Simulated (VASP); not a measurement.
Input of a VASP 6.6.1 run:

File INCAR:

```
SYSTEM = AlN
ALGO = Normal
EDIFF = 1E-6
ENCUT = 600
GGA = PS
GGA_COMPAT = .False.
ISIF = 2
ISMEAR = 0
LASPH = .True.
LCHARG = .True.
LELF = .True.
LREAL = .False.
LVHAR = .True.
LWAVE = .False.
NBANDS = 16
NELM = 120
PREC = Accurate
SIGMA = 0.1
```

File KPOINTS:

```
k-points
0
Gamma
  6 6 4
  0 0 0
```

POSCAR

```
AlN
1.0
    3.3121157418      0.0000000000      0.0000000000
   -1.6560578709      2.8683763727      0.0000000000
    0.0000000000      0.0000000000      4.1875630000
Al N
2 2
Direct
    0.3333333300      0.6666666700      0.7500000000
    0.6666666700      0.3333333300      0.2500000000
    0.3333333300      0.6666666700      0.2500000000
    0.6666666700      0.3333333300      0.7500000000
```

Potentials or basis: VASP PAW PBE potentials, release 64 (Al, N).

Launch:

```sh
$ cat potpaw_PBE.64/Al/POTCAR potpaw_PBE.64/N/POTCAR > POTCAR
$ mpirun -np 1 vasp_std > vasp.out
```

(1) Predict the band gap on the k mesh.

(2) Estimate the pressure.

Results:

(1) 3.19 eV, direct.

(2) -3.6 GPa.

Caveat: the PAW data sets were made with another functional, which shifts forces and pressure a little.
